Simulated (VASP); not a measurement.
Wanted: the native input for a VASP 6.6.1 run.

* Task: single point
* Functional: LDA
* Potentials or basis: VASP PAW LDA potentials, release 64 (Tl_d)
* Cutoff: 520 eV
* k mesh: 11 × 11 × 6
* Occupations: fermi-dirac, width 0.05 eV
* Spin: no spin polarisation
* Dipole correction: no
* Further INCAR settings: ALGO = Normal; EDIFF = 1e-06; NBANDS = 20

The structure of Tl lies in POSCAR:

```
Tl
1.0
    3.4788864299      0.0000000000      0.0000000000
   -1.7394432150      3.0128040252      0.0000000000
    0.0000000000      0.0000000000      5.5615904703
Tl
2
Direct
    0.3333333333      0.6666666667      0.2500000000
    0.6666666667      0.3333333333      0.7500000000
```

This cell differs from its parent crystal: volume scaled by 1.02.

These files were run (other wordings do the same):

INCAR

```
SYSTEM = Tl
PREC     = Accurate       ! precision mode
ENCUT    = 520            ! plane-wave cutoff, eV
EDIFF    = 1E-6           ! SCF threshold, eV
ISMEAR   = -1             ! smearing method
SIGMA    = 0.05           ! smearing width, eV
LREAL    = .FALSE.        ! projectors in reciprocal space
LASPH    = .TRUE.         ! aspherical terms in the spheres
NELM     = 60             ! most SCF steps
ALGO     = Normal         ! electronic algorithm
ISIF     = 2              ! what is computed and relaxed
LWAVE    = .FALSE.        ! write WAVECAR
LCHARG   = .TRUE.         ! write CHGCAR
GGA      = CA             ! functional
LELF     = .TRUE.         ! ELF
LVHAR    = .TRUE.       
NBANDS   = 20             ! bands
```

KPOINTS

```
regular mesh
0
G
  11 11 6
  0 0 0
```

Potentials or basis: VASP PAW LDA potentials, release 64 (Tl_d).

Command:

```sh
$ cat potpaw_LDA.64/Tl_d/POTCAR > POTCAR
$ mpirun -np 1 vasp_std > vasp.out
```

Results of the run:

The pressure is -2.3 GPa and the band gap on the k mesh is zero (band 13 reaches 9.50 eV, above the bottom of band 14 at 4.00 eV).

Caveat: spin-orbit coupling is left out, which moves the levels of the heavy elements.

Wall time 19 s on 1 thread of Intel(R) Xeon(R) 6975P-C (Granite Rapids), on a shared host, peak memory 0.18 GiB.
